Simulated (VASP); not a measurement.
A run of VASP 6.6.1 is set up as follows.

Contents of POSCAR:

```
Bi
1.0
   -1.9998027363      1.9998027363      1.9998027363
    1.9998027363     -1.9998027363      1.9998027363
    1.9998027363      1.9998027363     -1.9998027363
Bi
1
Direct
    0.0000000000      0.0000000000      0.0000000000
```

The input INCAR.step1:

```
PREC = Accurate
ENCUT = 520
ISMEAR = 0
SIGMA = 0.1
LREAL = F
LASPH = T
NELM = 100
NBANDS = 14
GGA = PE
ALGO = Normal
EDIFF = 1E-4
LWAVE = T
LCHARG = F
```

Contents of INCAR.step2:

```
PREC = Accurate
ENCUT = 520
EDIFF = 1E-6
ISMEAR = 0
SIGMA = 0.1
LREAL = F
LASPH = T
NELM = 100
ALGO = Normal
ISIF = 2
LWAVE = F
LCHARG = F
METAGGA = R2SCAN
LMIXTAU = T
NBANDS = 14
ISTART = 1
```

KPOINTS

```
regular mesh
0
Gamma
  16 16 16
```

Potentials or basis: VASP PAW PBE potentials, release 64 (Bi_d).

Launch:

```bash
$ cat potpaw_PBE.64/Bi_d/POTCAR > POTCAR
$ cp INCAR.step1 INCAR
$ mpirun -np 1 vasp_std > vasp.out
$ cp INCAR.step2 INCAR
$ mpirun -np 1 vasp_std > vasp.out
```

(1) Estimate the pressure.

## Answers

(1) -1.5 GPa.

Caveat: the PAW data sets were made with another functional, which shifts forces and pressure a little.
